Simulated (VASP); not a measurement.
# Ta6N5 (a cell with a defect) in VASP: a series of runs

The runs below take Ta6N5 (a cell with a defect) through relaxation of the atoms, single point, with PBEsol.

All numbers are computed with VASP 6.6.1; they aren't measurements. Logs are shortened: lines on timing, memory, paths and dates and some standing lists are left out, and cuts for length are marked.

## 1. The cell of the first run

The cell holds a defect, 11 atoms: a = 5.187 Å, b = 5.187 Å, c = 5.810 Å, α = 90.00°, β = 90.00°, γ = 120.00°.

## 2. Relaxation of the atoms, PBEsol

Contents of INCAR:

```
PREC = Accurate
ENCUT = 520
EDIFF = 1E-6
ISMEAR = -1
SIGMA = 0.5
LREAL = F
LASPH = T
NELM = 100
ALGO = Normal
ISIF = 2
LWAVE = F
LCHARG = F
GGA = PS
IBRION = 2
NSW = 90
EDIFFG = -0.02
KPAR = 2
```

Contents of KPOINTS:

```
regular mesh
0
Gamma
  4 4 3
```

Contents of POSCAR:

```
Ta6N5
1.0
    5.1873401000     -0.0000000300      0.0000000000
   -2.5936700200      4.4923683200      0.0000000000
    0.0000000000      0.0000000000      5.8095353900
Ta N
6 5
Direct
   -0.0009707800     -0.0009710700     -0.0000012400
    0.3333333300      0.6666666700      0.2500000000
    0.6666666700      0.3333333300      0.2500000000
    0.0000000000      0.0000000000      0.5000000000
    0.3333333300      0.6666666700      0.7500000000
    0.6666666700      0.3333333300      0.7500000000
    0.3946311400      0.0021028200      0.0000031600
    0.6042361400      0.6042357100     -0.0000031700
    0.0021035000      0.3946325400      0.0000012400
    0.6076080000     -0.3923920000      0.5000000000
    0.0000000000      0.3931328400      0.5000000000
```

Potentials or basis: VASP PAW PBE potentials, release 64 (Ta_pv, N).

The run is started by

```
cat potpaw_PBE.64/Ta_pv/POTCAR potpaw_PBE.64/N/POTCAR > POTCAR
mpirun -np 2 vasp_std > vasp.out
```

OUTCAR:

```text
PREC = Accurate
   ENCUT = 520
   EDIFF = 1E-6
   ISMEAR = -1
   LREAL = F
   LASPH = T
   NELM = 100
   ISIF = 2
   GGA = PS
   IBRION = 2
   NSW = 90
   EDIFFG = -0.02

 ion  position               nearest neighbor table
   1  0.999  0.999  1.000-   7 2.04   9 2.04   8 2.05   4 2.90   4 2.90   6 3.32   5 3.32   3 3.32
                             2 3.32   5 3.33   6 3.33   2 3.33   3 3.33   6 3.33   5 3.33   3 3.33
   2  0.333  0.667  0.250-   9 2.15   8 2.16  11 2.16  10 2.16   7 2.16   5 2.90   5 2.90   3 2.99
                             3 2.99   3 2.99   1 3.32   4 3.33   4 3.33   4 3.33   1 3.33   1 3.33
   3  0.667  0.333  0.250-   7 2.15   8 2.16  11 2.16  10 2.16   9 2.16   6 2.90   6 2.90   2 2.99
                             2 2.99   2 2.99   1 3.32   4 3.33   4 3.33   4 3.33   1 3.33   1 3.33
   4  0.000  0.000  0.500-  10 2.04  11 2.04   1 2.90   1 2.90   6 3.33   2 3.33   3 3.33   5 3.33
                             2 3.33   5 3.33   3 3.33   6 3.33   3 3.33   6 3.33   2 3.33   5 3.33
   5  0.333  0.667  0.750-   9 2.15   8 2.16  11 2.16  10 2.16   7 2.16   2 2.90   2 2.90   6 2.99
                             6 2.99   6 2.99   1 3.32   1 3.33   4 3.33   4 3.33   4 3.33   1 3.33
   6  0.667  0.333  0.750-   7 2.15   8 2.16  11 2.16  10 2.16   9 2.16   3 2.90   3 2.90   5 2.99
                             5 2.99   5 2.99   1 3.32   4 3.33   4 3.33   4 3.33   1 3.33   1 3.33
   7  0.395  0.002  0.000-   1 2.04   3 2.15   6 2.15   2 2.16   5 2.16
   8  0.604  0.604  1.000-   1 2.05   6 2.16   5 2.16   3 2.16   2 2.16
   9  0.002  0.395  0.000-   1 2.04   2 2.15   5 2.15   3 2.16   6 2.16
  10  0.608  0.608  0.500-   4 2.04   3 2.16   6 2.16   5 2.16   2 2.16
  11  0.000  0.393  0.500-   4 2.04   3 2.16   6 2.16   5 2.16   2 2.16

  LATTYP: Found a hexagonal cell.
 ALAT       =     5.1873401000
 C/A-ratio  =     1.1199449579

  Lattice vectors:

 A1 = (   5.1873401000,  -0.0000000300,   0.0000000000)
 A2 = (  -2.5936700200,   4.4923683200,   0.0000000000)
 A3 = (   0.0000000000,   0.0000000000,   5.8095353900)

Analysis of symmetry for initial positions (statically):
=====================================================================
 Subroutine PRICEL returns:
 Original cell was already a primitive cell.

 Routine SETGRP: Setting up the symmetry group for a
 hexagonal supercell.

 Subroutine GETGRP returns: Found  1 space group operations
 (whereof  1 operations were pure point group operations)
 out of a pool of 24 trial point group operations.

The static configuration has the point symmetry C_1 .

Analysis of symmetry for dynamics (positions and initial velocities):
=====================================================================
 Subroutine PRICEL returns:
 Original cell was already a primitive cell.

 Routine SETGRP: Setting up the symmetry group for a
 hexagonal supercell.

 Subroutine GETGRP returns: Found  1 space group operations
 (whereof  1 operations were pure point group operations)
 out of a pool of 24 trial point group operations.

The dynamic configuration has the point symmetry C_1 .

 Subroutine INISYM returns: Found  1 space group operations
 (whereof  1 operations are pure point group operations),
 and found     1 'primitive' translations

----------------------------------------------------------------------------------------

                                     Primitive cell

  volume of cell :     135.3822

  direct lattice vectors                    reciprocal lattice vectors
     5.187340100 -0.000000030  0.000000000     0.192777027  0.111299867  0.000000000
    -2.593670020  4.492368320  0.000000000     0.000000001  0.222599736  0.000000000
     0.000000000  0.000000000  5.809535390     0.000000000  0.000000000  0.172130804

  length of vectors
     5.187340100  5.187340098  5.809535390     0.222599736  0.222599736  0.172130804

  position of ions in fractional coordinates (direct lattice)
     0.999029220  0.999028930  0.999998760
     0.333333330  0.666666670  0.250000000
     0.666666670  0.333333330  0.250000000
     0.000000000  0.000000000  0.500000000
     0.333333330  0.666666670  0.750000000
     0.666666670  0.333333330  0.750000000
     0.394631140  0.002102820  0.000003160
     0.604236140  0.604235710  0.999996830
     0.002103500  0.394632540  0.000001240
     0.607608000  0.607608000  0.500000000
[... 39 lines left out ...]

 Found     26 irreducible k-points:

 Following reciprocal coordinates:
            Coordinates               Weight
  0.000000  0.000000  0.000000      1.000000
  0.250000 -0.000000  0.000000      2.000000
  0.000000  0.250000  0.000000      2.000000
 -0.250000  0.250000  0.000000      2.000000
  0.500000 -0.000000  0.000000      1.000000
  0.000000  0.500000  0.000000      1.000000
[... 16 lines left out ...]
  0.500000  0.250000  0.333333      2.000000
 -0.250000 -0.250000  0.333333      2.000000
 [... further k-points ...]
   k-points           NKPTS =     26   k-points in BZ     NKDIM =     26   number of bands    NBANDS=     54
   number of dos      NEDOS =    301   number of ions     NIONS =     11
   total plane-waves  NPLWV =  76800
   dimension x,y,z NGX =    40 NGY =   40 NGZ =   48
   dimension x,y,z NGXF=    80 NGYF=   80 NGZF=   96
   ions per type =               6   5
   NGX,Y,Z   is equivalent  to a cutoff of  12.82, 12.82, 13.74 a.u.
   NGXF,Y,Z  is equivalent  to a cutoff of  25.64, 25.64, 27.47 a.u.
 SYSTEM =  unknown system
   PREC   = accura    normal or accurate (medium, high low for compatibility)
   ISTART =      0    job   : 0-new  1-cont  2-samecut
   ICHARG =      2    charge: 1-file 2-atom 10-const
   ISPIN  =      1    spin polarized calculation?
   LNONCOLLINEAR =      F non collinear calculations
   LSORBIT =      F    spin-orbit coupling
   LASPH  =      T    aspherical Exc in radial PAW
   ENCUT  =  520.0 eV  38.22 Ry    6.18 a.u.   9.65  9.65 10.80*2*pi/ulx,y,z
   NELM   =    100;   NELMIN=  2; NELMDL= -5     # of ELM steps
   EDIFF  = 0.1E-05   stopping-criterion for ELM
   LREAL  =      F    real-space projection
   EDIFFG = -.2E-01   stopping-criterion for IOM
   NSW    =     90    number of steps for IOM
   IBRION =      2    ionic relax: 0-MD 1-quasi-New 2-CG
   NFREE  =      1    steps in history (QN), initial steepest desc. (CG)
   ISIF   =      2    stress and relaxation
   ISYM   =      2    0-nonsym 1-usesym 2-fastsym
   POTIM  = 0.5000    time-step for ionic-motion
   TEBEG  =    0.0;   TEEND  =   0.0 temperature during run
   PSTRESS=    0.0 pullay stress
   NELECT =      91.0000    total number of electrons
   NUPDOWN=      -1.0000    fix difference up-down
   EMIN   =  10.00;   EMAX   =-10.00  energy-range for DOS
   EFERMI =   0.00;   METHOD = LEGACY
   ISMEAR =    -1;   SIGMA  =   0.50  broadening in eV -4-tet -1-fermi 0-gaus
   EFERMI_NEDOS =   21; number of points for ismear=-14 and -15
   IALGO  =     38    algorithm
   IMIX   =      4    mixing-type and parameters
     AMIX     =   0.40;   BMIX     =  1.00
     AMIX_MAG =   1.60;   BMIX_MAG =  1.00
  volume/ion in A,a.u.               =      12.31        83.05
  Fermi-wavevector in a.u.,A,eV,Ry     =   1.434063  2.709986 27.980868  2.056536
  Thomas-Fermi vector in A             =   2.553512
   LORBIT       =      0    0 simple, 1 ext, 2 COOP (PROOUT), +10 PAW based schemes
   GGA     = PS    functional components
   LHFCALC =     F    Hartree Fock is set to
   AEXX    =    0.0000 exact exchange contribution
   IVDW    =     0    specifies the selected vdW correction
   LEPSILON=     F    determine dielectric tensor
   LRPA    =     F    only Hartree local field effects (RPA)
 conjugate gradient relaxation of ions
 non-spin polarized calculation
  energy-cutoff  :      520.00
  volume of cell :      135.38
 maximum number of plane-waves:      3693
 NGX is ok and might be reduce to    40
   NGX = 19   NGY = 19   NGZ = 21

--------------------------------------- Ionic step        1  -------------------------------------------

 number of electron      91.0000002 magnetization

 Free energy of the ion-electron system (eV)
  ---------------------------------------------------
  ext. energy  EPLUGINS =         0.00000000
  ---------------------------------------------------
  free energy    TOTEN  =      -132.11390761 eV

  energy without entropy =     -128.99194959  energy(sigma->0) =     -130.55292860

------------------------ aborting loop because EDIFF is reached ----------------------------------------

  FORCE on cell =-STRESS in cart. coord.  units (eV):
  Direction    XX          YY          ZZ          XY          YZ          ZX
  --------------------------------------------------------------------------------------
  -------------------------------------------------------------------------------------
  Total       -5.8502549     -4.0779043      0.3375152      0.0841332      0.0002952     -0.0000290
  in kB      -69.2347123    -48.2598686      3.9943165      0.9956722      0.0034941     -0.0003437
  external PRESSURE =     -37.8334214 kB  Pullay stress =       0.0000000 kB
[... 116 lines left out ...]
  FREE ENERGIE OF THE ION-ELECTRON SYSTEM (eV)
  ---------------------------------------------------
  free  energy   TOTEN  =      -132.1389197233 eV

  energy  without entropy=     -129.0083498364  energy(sigma->0) =     -130.57363478

[... ionic steps 4 to 7 ...]

--------------------------------------- Ionic step        8  -------------------------------------------

 number of electron      91.0000001 magnetization

------------------------ aborting loop because EDIFF is reached ----------------------------------------
[... 85 lines left out ...]
--------------------------------------- Ionic step       10  -------------------------------------------

 number of electron      91.0000001 magnetization

 Free energy of the ion-electron system (eV)
  ---------------------------------------------------
  ext. energy  EPLUGINS =         0.00000000
  ---------------------------------------------------
  free energy    TOTEN  =      -132.14512417 eV

  energy without entropy =     -129.01346819  energy(sigma->0) =     -130.57929618

 E-fermi :   7.2513     XC(G=0): -12.9236

 val. band max:        7.2036046809   @ k =   0.0000   0.0000   0.3333
 cond. band min:       7.2657798824   @ k =   0.5000   0.2500   0.3333
 fundamental gap:      0.0621752016
 Fermi energy:         7.2513177158

 k-point     1 :       0.0000    0.0000    0.0000
  band No.  band energies     occupation
      1     -28.5940      2.00000
      2     -28.3970      2.00000
      3     -28.3238      2.00000
      4     -28.1942      2.00000
      5     -28.1682      2.00000
      6     -28.0889      2.00000
[... 1357 lines left out ...]
     53       9.8212      0.01165
     54       9.9895      0.00833

 [... further k-points ...]

------------------------ aborting loop because EDIFF is reached ----------------------------------------

  FORCE on cell =-STRESS in cart. coord.  units (eV):
  Direction    XX          YY          ZZ          XY          YZ          ZX
  --------------------------------------------------------------------------------------
  -------------------------------------------------------------------------------------
  Total       -5.7845799     -4.8138541      0.4679441     -0.0029898      0.0000352      0.0000016
  in kB      -68.4574825    -56.9694506      5.5378740     -0.0353825      0.0004168      0.0000184
  external PRESSURE =     -39.9630197 kB  Pullay stress =       0.0000000 kB
[... 26 lines left out ...]
  FREE ENERGIE OF THE ION-ELECTRON SYSTEM (eV)
  ---------------------------------------------------
  free  energy   TOTEN  =      -132.1451241717 eV

  energy  without entropy=     -129.0134681946  energy(sigma->0) =     -130.57929618

 reached required accuracy - stopping structural energy minimisation
```

Run time: 9 min. Hardware: 2 MPI ranks of Intel Xeon Platinum 8259CL at 2.50GHz (Skylake/Cascade Lake), shared host; peak memory 0.35 GiB.

Results:

| Property | Result |
| --- | --- |
| Free energy | -132.1451 eV |
| Energy gained by relaxing | 2.8 meV/atom |
| Ionic steps | 10 |
| Pressure after relaxing | -4.0 GPa |
| Largest force after relaxing | 0.007 eV/Å |
| Band gap on the k mesh | zero (an odd number of electrons rules out a gap without spin polarisation) |

Forces on the atoms (eV/Å):
```
Ta  -0.004 -0.001  0.000
Ta   0.001  0.001 -0.002
Ta   0.001 -0.003  0.002
Ta  -0.003  0.000  0.000
Ta   0.001  0.001  0.002
Ta   0.001 -0.003 -0.002
N    0.004  0.002  0.000
N   -0.002  0.001  0.000
N   -0.001  0.003  0.000
N    0.001 -0.004  0.000
N    0.003  0.006  0.000
```

The path:
| step | energy change (eV) | largest force (eV/Å) | pressure (GPa) |
| --- | --- | --- | --- |
| 1 | 0.0000 | 0.5642 | -3.78 |
| 2 | -0.0244 | 0.1822 | -4.19 |
| 3 | -0.0250 | 0.2432 | -4.25 |
| 4 | -0.0296 | 0.1371 | -4.14 |
| 5 | -0.0302 | 0.1089 | -4.08 |
| 6 | -0.0309 | 0.0806 | -4.01 |
| 7 | -0.0311 | 0.0281 | -4.03 |
| 8 | -0.0312 | 0.0205 | -4.00 |
| 9 | -0.0312 | 0.0210 | -4.00 |
| 10 | -0.0312 | 0.0065 | -4.00 |

Final structure:
```yaml
crystal:
  lattice:
    - [5.18734, 0.00000, 0.00000]
    - [-2.59367, 4.49237, 0.00000]
    - [0.00000, 0.00000, 5.80954]
  atoms:
    - { symbol: Ta, position: [0.00504, 0.00008, 0.00000] }
    - { symbol: Ta, position: [0.33272, 0.66697, 0.25005] }
    - { symbol: Ta, position: [0.66583, 0.33319, 0.25002] }
    - { symbol: Ta, position: [0.99731, 0.00007, 0.50000] }
    - { symbol: Ta, position: [0.33272, 0.66697, 0.74995] }
    - { symbol: Ta, position: [0.66583, 0.33319, 0.74998] }
    - { symbol: N, position: [0.39981, 0.00005, 0.00000] }
    - { symbol: N, position: [0.60933, 0.60749, 0.00000] }
    - { symbol: N, position: [0.00189, 0.39263, 0.00000] }
    - { symbol: N, position: [0.59927, 0.60144, 0.50000] }
    - { symbol: N, position: [0.99787, 0.39868, 0.50000] }
```

Levels at points of the mesh, in eV from the Fermi level:
```
           k point  band 41  band 42  band 43  band 44  band 45  band 46  band 47  band 48  band 49  band 50
(0.00, 0.00, 0.00)    -2.45    -2.41    -1.44    -1.22    -0.65     0.72     1.17     1.23     1.23     2.01
(0.50, 0.00, 0.00)    -2.77    -2.21    -1.50    -1.46    -0.99    -0.07     0.85     1.04     1.44     2.11
(0.00, 0.50, 0.00)    -2.73    -2.69    -1.53    -1.45    -0.52     0.36     0.98     1.15     1.34     2.08
(0.50, 0.50, 0.00)    -2.77    -2.21    -1.50    -1.46    -0.99    -0.07     0.85     1.04     1.44     2.11
```

Caveat: the k points lie up to 0.36 Å⁻¹ apart, too coarse for converged energies and pressures of a metal; so wide a smearing shifts energies and pressures; the PAW data sets were made with another functional, which shifts forces and pressure a little; spin-orbit coupling is left out, which moves the levels of the heavy elements; an odd number of electrons without spin polarisation forces a metal; a magnetic or distorted state may lie lower.

(Continued in part 2 of 2.)

The gap in the log of VASP goes by the Fermi energy; the results here count the filled bands.